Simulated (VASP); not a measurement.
# GeSb4Te7 (P-3m1) in VASP: notebook

Runs on GeSb4Te7. Level: PBE. Tasks: single point.

Program: VASP 6.6.1. These are calculated values, not measurements. Logs are shortened: lines on timing, memory, paths and dates and some standing lists are left out, and cuts for length are marked.

## (1) The cell of the first run

The structure is trigonal, space group P-3m1 (No. 164). Conventional cell: a = 4.324 Å, b = 4.324 Å, c = 25.269 Å, α = 90.00°, β = 90.00°, γ = 120.00°. Ge (site symmetry -3m) has 6 Te at 3.02 Å within 4.0 Å. Sb (site symmetry 3m) has 6 Te at 3.02 to 3.20 Å within 4.0 Å. Sb (site symmetry 3m) has 6 Te at 3.02 to 3.21 Å within 4.0 Å. Te (site symmetry 3m) has 3 Sb at 3.02 Å within 4.0 Å. Te (site symmetry 3m) has 3 Sb at 3.02 Å within 4.0 Å. Te (site symmetry 3m) has 3 Ge at 3.02 Å and 3 Sb at 3.21 Å within 4.0 Å. Within 4.5 Å of Te (site symmetry -3m) lie 6 Sb at 3.20 Å and 12 Te at 4.32 to 4.47 Å.

## (2) Single point, PBE (34.09 Å³/atom)

INCAR

```
ALGO = Normal ; EDIFF = 1E-6
ENCUT = 500 ; GGA = PE
GGA_COMPAT = False ; ISIF = 2
ISMEAR = 0 ; LASPH = True
LCHARG = False ; LREAL = False
LWAVE = False ; NBANDS = 50
NELM = 120 ; PREC = Accurate
SIGMA = 0.02
```

KPOINTS

```
k-points
0
Gamma
  12 12 2
```

POSCAR

```
GeSb4Te7
1.0
    4.3236027489      0.0000000000      0.0000000000
   -2.1618013745      3.7443498164      0.0000000000
    0.0000000000      0.0000000000     25.2693783843
Ge Sb Te
1 4 7
Direct
    0.0000000000      0.0000000000      0.5000000000
    0.6666666667      0.3333333333      0.9207324098
    0.3333333333      0.6666666667      0.3525401644
    0.3333333333      0.6666666667      0.0792675902
    0.6666666667      0.3333333333      0.6474598356
    0.3333333333      0.6666666667      0.8532524121
    0.6666666667      0.3333333333      0.1467475879
    0.0000000000      0.0000000000      0.7146582908
    0.6666666667      0.3333333333      0.4326972694
    0.3333333333      0.6666666667      0.5673027306
    0.0000000000      0.0000000000      0.0000000000
    0.0000000000      0.0000000000      0.2853417092
```

Potentials or basis: VASP PAW PBE potentials, release 64 (Ge_d, Sb, Te).

The run is started by

```bash
$ cat potpaw_PBE.64/Ge_d/POTCAR potpaw_PBE.64/Sb/POTCAR potpaw_PBE.64/Te/POTCAR > POTCAR
$ mpirun -np 1 vasp_std > vasp.out
```

OUTCAR:

```text
EDIFF = 1E-6
   ENCUT = 500
   GGA = PE
   ISIF = 2
   ISMEAR = 0
   LASPH = True
   LREAL = False
   NELM = 120
   PREC = Accurate

 ion  position               nearest neighbor table
   1  0.000  0.000  0.500-   9 3.02  10 3.02   9 3.02  10 3.02   9 3.02  10 3.02
   2  0.667  0.333  0.921-   6 3.02   6 3.02   6 3.02  11 3.20  11 3.20  11 3.20
   3  0.333  0.667  0.353-  12 3.02  12 3.02  12 3.02   9 3.21   9 3.21   9 3.21
   4  0.333  0.667  0.079-   7 3.02   7 3.02   7 3.02  11 3.20  11 3.20  11 3.20
   5  0.667  0.333  0.647-   8 3.02   8 3.02   8 3.02  10 3.21  10 3.21  10 3.21
   6  0.333  0.667  0.853-   2 3.02   2 3.02   2 3.02
   7  0.667  0.333  0.147-   4 3.02   4 3.02   4 3.02
   8  0.000  0.000  0.715-   5 3.02   5 3.02   5 3.02
   9  0.667  0.333  0.433-   1 3.02   1 3.02   1 3.02   3 3.21   3 3.21   3 3.21
  10  0.333  0.667  0.567-   1 3.02   1 3.02   1 3.02   5 3.21   5 3.21   5 3.21
  11  0.000  0.000  0.000-   2 3.20   4 3.20   2 3.20   4 3.20   2 3.20   4 3.20
  12  0.000  0.000  0.285-   3 3.02   3 3.02   3 3.02

  LATTYP: Found a hexagonal cell.
 ALAT       =     4.3236027489
 C/A-ratio  =     5.8445189930

  Lattice vectors:

 A1 = (   4.3236027489,   0.0000000000,   0.0000000000)
 A2 = (  -2.1618013745,   3.7443498164,   0.0000000000)
 A3 = (   0.0000000000,   0.0000000000,  25.2693783843)

Analysis of symmetry for initial positions (statically):
=====================================================================
 Subroutine PRICEL returns:
 Original cell was already a primitive cell.

 Routine SETGRP: Setting up the symmetry group for a
 hexagonal supercell.

 Subroutine GETGRP returns: Found 12 space group operations
 (whereof 12 operations were pure point group operations)
 out of a pool of 24 trial point group operations.

The static configuration has the point symmetry D_3d.

Analysis of symmetry for dynamics (positions and initial velocities):
=====================================================================
 Subroutine PRICEL returns:
 Original cell was already a primitive cell.

 Routine SETGRP: Setting up the symmetry group for a
 hexagonal supercell.

 Subroutine GETGRP returns: Found 12 space group operations
 (whereof 12 operations were pure point group operations)
 out of a pool of 24 trial point group operations.

The dynamic configuration has the point symmetry D_3d.

 Subroutine INISYM returns: Found 12 space group operations
 (whereof 12 operations are pure point group operations),
 and found     1 'primitive' translations

----------------------------------------------------------------------------------------

                                     Primitive cell

  volume of cell :     409.0880

  direct lattice vectors                    reciprocal lattice vectors
     4.323602749  0.000000000  0.000000000     0.231288594  0.133534532  0.000000000
    -2.161801374  3.744349816  0.000000000     0.000000000  0.267069064  0.000000000
     0.000000000  0.000000000 25.269378384     0.000000000  0.000000000  0.039573589

  length of vectors
     4.323602749  4.323602749 25.269378384     0.267069064  0.267069064  0.039573589

  position of ions in fractional coordinates (direct lattice)
     0.000000000  0.000000000  0.500000000
     0.666666667  0.333333333  0.920732410
     0.333333333  0.666666667  0.352540164
     0.333333333  0.666666667  0.079267590
     0.666666667  0.333333333  0.647459836
     0.333333333  0.666666667  0.853252412
     0.666666667  0.333333333  0.146747588
     0.000000000  0.000000000  0.714658291
     0.666666667  0.333333333  0.432697269
     0.333333333  0.666666667  0.567302731
     0.000000000  0.000000000  0.000000000
     0.000000000  0.000000000  0.285341709

  ion indices of the primitive-cell ions
   primitive index   ion index
                 1           1
                 2           2
                 3           3
                 4           4
                 5           5
                 6           6
                 7           7
                 8           8
                 9           9
                10          10
                11          11
                12          12

----------------------------------------------------------------------------------------

 KPOINTS: k-points

Automatic generation of k-mesh.
 Grid dimensions read from file:
 generate k-points for:   12   12    2

 Generating k-lattice:

  Cartesian coordinates                     Fractional coordinates (reciprocal lattice)
     0.019274049  0.011127878  0.000000000     0.083333333  0.000000000  0.000000000
     0.000000000  0.022255755  0.000000000     0.000000000  0.083333333  0.000000000
     0.000000000  0.000000000  0.019786795     0.000000000  0.000000000  0.500000000

  Length of vectors
     0.022255755  0.022255755  0.019786795

  Shift w.r.t. Gamma in fractional coordinates (k-lattice)
     0.000000000  0.000000000  0.000000000

 Subroutine IBZKPT returns following result:
[... 65 lines left out ...]
 non-spin polarized calculation
 Gauss-broadening in eV      SIGMA  =   0.02
  energy-cutoff  :      500.00
  volume of cell :      409.09
 maximum number of plane-waves:     10446
 NGX is ok and might be reduce to    32
   NGX = 15   NGY = 15   NGZ = 93

 number of electron      75.9999992 magnetization

 Free energy of the ion-electron system (eV)
  ---------------------------------------------------
  ext. energy  EPLUGINS =         0.00000000
  ---------------------------------------------------
  free energy    TOTEN  =       -44.52790236 eV

  energy without entropy =      -44.52790236  energy(sigma->0) =      -44.52790236

 E-fermi :   5.3402     XC(G=0):  -8.9140

 val. band max:        5.1991655512   @ k =   0.0000   0.0000   0.5000
 cond. band min:       5.7248669263   @ k =   0.0000   0.0000   0.5000
 fundamental gap:      0.5257013752
 Fermi energy:         5.3402341172

 k-point     1 :       0.0000    0.0000    0.0000
  band No.  band energies     occupation
      1     -19.3680      2.00000
      2     -19.3680      2.00000
      3     -19.3649      2.00000
      4     -19.3623      2.00000
      5     -19.3623      2.00000
      6      -7.3982      2.00000
[... 42 lines left out ...]
     49       7.1701      0.00000
     50       7.1786      0.00000

 k-point     2 :       0.0833   -0.0000    0.0000
  band No.  band energies     occupation
      1     -19.3681      2.00000
      2     -19.3679      2.00000
      3     -19.3649      2.00000
      4     -19.3624      2.00000
      5     -19.3623      2.00000
      6      -7.3378      2.00000
[... 42 lines left out ...]
     49       7.2863      0.00000
     50       7.5884      0.00000

 k-point     3 :       0.1667   -0.0000    0.0000
  band No.  band energies     occupation
      1     -19.3685      2.00000
      2     -19.3678      2.00000
      3     -19.3647      2.00000
      4     -19.3624      2.00000
      5     -19.3620      2.00000
      6      -7.1586      2.00000
[... 42 lines left out ...]
     49       7.5609      0.00000
     50       8.0927      0.00000

 k-point     4 :       0.2500   -0.0000    0.0000
  band No.  band energies     occupation
      1     -19.3690      2.00000
      2     -19.3677      2.00000
      3     -19.3644      2.00000
      4     -19.3624      2.00000
      5     -19.3616      2.00000
      6      -6.8688      2.00000
[... 999 lines left out ...]
 k-point    23 :       0.2500   -0.0000    0.5000
  band No.  band energies     occupation
      1     -19.3690      2.00000
      2     -19.3677      2.00000
      3     -19.3644      2.00000
      4     -19.3624      2.00000
      5     -19.3616      2.00000
      6      -6.8611      2.00000
[... 42 lines left out ...]
     49       8.0240      0.00000
     50       8.5973      0.00000

 k-point    24 :       0.3333    0.0000    0.5000
  band No.  band energies     occupation
      1     -19.3695      2.00000
      2     -19.3677      2.00000
      3     -19.3642      2.00000
      4     -19.3623      2.00000
      5     -19.3612      2.00000
      6      -6.4792      2.00000
[... 42 lines left out ...]
     49       8.3022      0.00000
     50       8.7683      0.00000

 [... further k-points ...]

------------------------ aborting loop because EDIFF is reached ----------------------------------------

  FORCE on cell =-STRESS in cart. coord.  units (eV):
  Direction    XX          YY          ZZ          XY          YZ          ZX
  --------------------------------------------------------------------------------------
  -------------------------------------------------------------------------------------
  Total       -0.6515051     -0.6515051     -0.6146466      0.0000000     -0.0000000      0.0000000
  in kB       -2.5515946     -2.5515946     -2.4072395      0.0000000     -0.0000000      0.0000000
  external PRESSURE =      -2.5034762 kB  Pullay stress =       0.0000000 kB

 VOLUME and BASIS-vectors are now :
 -----------------------------------------------------------------------------
  energy-cutoff  :      500.00
  volume of cell :      409.09
      direct lattice vectors                 reciprocal lattice vectors
     4.323602749  0.000000000  0.000000000     0.231288594  0.133534532  0.000000000
    -2.161801374  3.744349816  0.000000000     0.000000000  0.267069064  0.000000000
     0.000000000  0.000000000 25.269378384     0.000000000  0.000000000  0.039573589

 POSITION                                       TOTAL-FORCE (eV/Angst)
 -----------------------------------------------------------------------------------
      0.00000      0.00000     12.63469         0.000000      0.000000      0.000000
      2.16180      1.24812     23.26634         0.000000     -0.000000      0.023140
     -0.00000      2.49623      8.90847        -0.000000      0.000000      0.021258
     -0.00000      2.49623      2.00304         0.000000      0.000000     -0.023140
      2.16180      1.24812     16.36091        -0.000000      0.000000     -0.021258
     -0.00000      2.49623     21.56116         0.000000      0.000000     -0.013085
      2.16180      1.24812      3.70822        -0.000000     -0.000000      0.013085
      0.00000      0.00000     18.05897         0.000000     -0.000000      0.012498
      2.16180      1.24812     10.93399        -0.000000     -0.000000     -0.009083
     -0.00000      2.49623     14.33539         0.000000      0.000000      0.009083
      0.00000      0.00000      0.00000         0.000000      0.000000      0.000000
      0.00000      0.00000      7.21041        -0.000000      0.000000     -0.012498
 -----------------------------------------------------------------------------------
    total drift:                                0.000000     -0.000000      0.000000

  FREE ENERGIE OF THE ION-ELECTRON SYSTEM (eV)
  ---------------------------------------------------
  free  energy   TOTEN  =       -44.5279023641 eV

  energy  without entropy=      -44.5279023641  energy(sigma->0) =      -44.52790236
```

Run time: 19 min. Hardware: 1 thread of Intel Xeon Platinum 8259CL at 2.50GHz (Skylake/Cascade Lake), shared host; peak memory 0.88 GiB.

What came out:

```yaml
Free_energy: -44.5279 eV
Pressure: -0.3 GPa
Largest_force: 0.023 eV/Å
Band_gap_on_the_k_mesh: 0.53 eV
```

Forces on the atoms (eV/Å):
```
Ge   0.000  0.000  0.000
Sb   0.000  0.000  0.023
Sb   0.000  0.000  0.021
Sb   0.000  0.000 -0.023
Sb   0.000  0.000 -0.021
Te   0.000  0.000 -0.013
Te   0.000  0.000  0.013
Te   0.000  0.000  0.012
Te   0.000  0.000 -0.009
Te   0.000  0.000  0.009
Te   0.000  0.000  0.000
Te   0.000  0.000 -0.012
```

Levels at points of the mesh, in eV from the valence-band top:
| k point | band 34 | band 35 | band 36 | band 37 | band 38 | band 39 | band 40 | band 41 | band 42 | band 43 |
| --- | --- | --- | --- | --- | --- | --- | --- | --- | --- | --- |
| (0.00, 0.00, 0.00) | -0.89 | -0.84 | -0.84 | -0.19 | -0.07 | 0.57 | 0.69 | 0.85 | 0.85 | 0.93 |
| (0.50, 0.00, 0.00) | -1.22 | -1.06 | -1.00 | -0.85 | -0.66 | 1.00 | 1.01 | 1.41 | 1.55 | 1.61 |
| (0.00, 0.00, 0.50) | -0.83 | -0.83 | -0.70 | -0.28 | 0.00 | 0.53 | 0.72 | 0.83 | 0.83 | 0.97 |
| (0.50, 0.00, 0.50) | -1.31 | -1.10 | -0.96 | -0.88 | -0.50 | 0.79 | 1.12 | 1.31 | 1.35 | 1.70 |

Caveat: spin-orbit coupling is left out, which moves the levels of the heavy elements; this functional lacks dispersion, which binds layers or chains, so the pressure and a relaxed spacing across them are unreliable. A k mesh can miss the band edges.

## (3) Single point, PBE

This run uses another cell than the first one, of 33.10 Å³/atom.

INCAR

```
SYSTEM = GeSb4Te7
ALGO = Normal
EDIFF = 1E-6
ENCUT = 500
GGA = PE
GGA_COMPAT = .False.
ISIF = 2
ISMEAR = 0
LASPH = .True.
LCHARG = .True.
LELF = .True.
LREAL = .False.
LVHAR = .True.
LWAVE = .False.
NBANDS = 50
NELM = 120
PREC = Accurate
SIGMA = 0.02
```

KPOINTS

```
k-points
0
Gamma
  12 12 2
  0 0 0
```

POSCAR

```
GeSb4Te7
1.0
    4.3204007202      0.0000000000      0.0000000000
   -2.1602003601      3.7415767782      0.0000000000
    0.0000000000      0.0000000000     24.5697559598
Ge Sb Te
1 4 7
Direct
    0.0000000000      0.0000000000      0.5000000000
    0.6666666667      0.3333333333      0.9187155971
    0.3333333333      0.6666666667      0.3488175099
    0.3333333333      0.6666666667      0.0812844029
    0.6666666667      0.3333333333      0.6511824901
    0.3333333333      0.6666666667      0.8491992814
    0.6666666667      0.3333333333      0.1508007186
    0.0000000000      0.0000000000      0.7204257128
    0.6666666667      0.3333333333      0.4310324046
    0.3333333333      0.6666666667      0.5689675954
    0.0000000000      0.0000000000      0.0000000000
    0.0000000000      0.0000000000      0.2795742872
```

Potentials or basis: VASP PAW PBE potentials, release 64 (Ge_d, Sb, Te).

The run is started by

```bash
$ cat potpaw_PBE.64/Ge_d/POTCAR potpaw_PBE.64/Sb/POTCAR potpaw_PBE.64/Te/POTCAR > POTCAR
$ mpirun -np 1 vasp_std > vasp.out
```

Wall time 17 min (1 thread of Intel Xeon Platinum 8259CL at 2.50GHz (Skylake/Cascade Lake), shared host); peak memory 0.85 GiB.

The run converged. Its results:

| Quantity | Value |
| --- | --- |
| Free energy | -44.5398 eV |
| Pressure | 0.0 GPa |
| Largest force | 0.023 eV/Å |
| Band gap on the k mesh | 0.36 eV |

Forces on the atoms (eV/Å):
```
Ge   0.000  0.000  0.000
Sb   0.000  0.000  0.023
Sb   0.000  0.000  0.023
Sb   0.000  0.000 -0.023
Sb   0.000  0.000 -0.023
Te   0.000  0.000 -0.016
Te   0.000  0.000  0.016
Te   0.000  0.000  0.016
Te   0.000  0.000 -0.009
Te   0.000  0.000  0.009
Te   0.000  0.000  0.000
Te   0.000  0.000 -0.016
```

Levels at points of the mesh, in eV from the valence-band top:
```tsv
k point	band 34	band 35	band 36	band 37	band 38	band 39	band 40	band 41	band 42	band 43
(0.00, 0.00, 0.00)	-1.07	-1.04	-1.04	-0.26	-0.09	0.47	0.54	0.65	0.65	0.72
(0.50, 0.00, 0.00)	-1.42	-1.26	-1.20	-0.96	-0.82	0.86	0.87	1.20	1.37	1.38
(0.00, 0.00, 0.50)	-1.02	-1.02	-0.89	-0.34	0.00	0.36	0.60	0.60	0.62	0.80
(0.50, 0.00, 0.50)	-1.57	-1.35	-1.12	-0.98	-0.57	0.57	0.88	1.08	1.17	1.57
```

Caveat: spin-orbit coupling is left out, which moves the levels of the heavy elements; this functional lacks dispersion, which binds layers or chains, so the pressure and a relaxed spacing across them are unreliable. A k mesh can miss the band edges.

## (4) Single point, PBE (equal strain along all axes, cell held: +4.0 %, then relaxed in part)

Changes to INCAR since step 3:

```diff
@@ -9,6 +9,4 @@
 LASPH = .True.
-LCHARG = .True.
-LELF = .True.
+LCHARG = .False.
 LREAL = .False.
-LVHAR = .True.
 LWAVE = .False.
```

KPOINTS is that of step 3.

POSCAR

```
GeSb4Te7
1.0
    4.4932167705      0.0000000000      0.0000000000
   -2.2466083852      3.8912398679      0.0000000000
    0.0000000000      0.0000000000     25.5525446136
Ge Sb Te
1 4 7
Direct
    0.0000000000      0.0000000000      0.5000000000
    0.6666666667      0.3333333333      0.9241162469
    0.3333333333      0.6666666667      0.3583963817
    0.3333333333      0.6666666667      0.0758837531
    0.6666666667      0.3333333333      0.6416036183
    0.3333333333      0.6666666667      0.8603312245
    0.6666666667      0.3333333333      0.1396687755
    0.0000000000      0.0000000000      0.7050590496
    0.6666666667      0.3333333333      0.4353753354
    0.3333333333      0.6666666667      0.5646246646
    0.0000000000      0.0000000000      0.0000000000
    0.0000000000      0.0000000000      0.2949409504
```

The run is started by

```bash
$ cat potpaw_PBE.64/Ge_d/POTCAR potpaw_PBE.64/Sb/POTCAR potpaw_PBE.64/Te/POTCAR > POTCAR
$ mpirun -np 1 vasp_std > vasp.out
```

Run time: 27 min. Hardware: 1 thread of Oxide Virtual Turin-like, shared host; peak memory 0.97 GiB.

Results (log left out):

```
Free energy            : -44.2051 eV
Pressure               : -1.9 GPa
Largest force          : 0.019 eV/Å
Band gap on the k mesh : 0.28 eV (least direct gap 0.54 eV)
```

Forces in eV/Å, atoms in the order of the input:
```
Ge   0.000  0.000  0.000
Sb   0.000  0.000  0.019
Sb   0.000  0.000  0.019
Sb   0.000  0.000 -0.019
Sb   0.000  0.000 -0.019
Te   0.000  0.000 -0.008
Te   0.000  0.000  0.008
Te   0.000  0.000  0.006
Te   0.000  0.000 -0.011
Te   0.000  0.000  0.011
Te   0.000  0.000  0.000
Te   0.000  0.000 -0.006
```

Stress tensor (GPa, compression positive):
```
-2.62  0.00  0.00
 0.00 -2.62  0.00
 0.00  0.00 -0.33
```

Levels at points of the mesh, in eV from the valence-band top:
| k point | band 36 | band 37 | band 38 | band 39 | band 40 | band 41 |
| --- | --- | --- | --- | --- | --- | --- |
| (0.00, 0.00, 0.00) | -0.85 | -0.35 | -0.27 | 0.29 | 0.49 | 0.85 |
| (0.50, 0.00, 0.00) | -0.79 | -0.71 | -0.42 | 1.08 | 1.08 | 1.61 |
| (0.00, 0.00, 0.50) | -0.81 | -0.35 | -0.26 | 0.28 | 0.49 | 0.84 |
| (0.50, 0.00, 0.50) | -0.79 | -0.59 | -0.38 | 0.95 | 1.21 | 1.59 |

Caveat: the cell differs from its parent crystal (equal strain along all axes, cell held: +4.0 %, then relaxed in part); spin-orbit coupling is left out, which moves the levels of the heavy elements; this functional lacks dispersion, which binds layers or chains, so the pressure and a relaxed spacing across them are unreliable. A k mesh can miss the band edges.

## (5) The runs side by side

```csv
cell,gap on the mesh (eV),pressure (GPa),largest force (eV/Å)
"a = 4.324, b = 4.324, c = 25.269 Å, angles 90.0, 90.0, 120.0°, 12 atoms, atomic positions A",0.53,-0.3,0.02
"a = 4.320, b = 4.320, c = 24.570 Å, angles 90.0, 90.0, 120.0°, 12 atoms, atomic positions B",0.36,0.0,0.02
"a = 4.493, b = 4.493, c = 25.553 Å, angles 90.0, 90.0, 120.0°, 12 atoms, atomic positions C",0.28,-1.9,0.02
```

Alike in all rows: task single point; level PBE; potentials or basis VASP PAW PBE potentials, release 64 (Ge_d, Sb, Te); no spin polarisation; k mesh 12 × 12 × 2; cutoff (eV) 500; smearing gaussian 0.02 eV.

Caveats: spin-orbit coupling is left out, which moves the levels of the heavy elements; this functional lacks dispersion, which binds layers or chains, so the pressure and a relaxed spacing across them are unreliable.

Absolute energies hang on the potentials; compare differences alone.
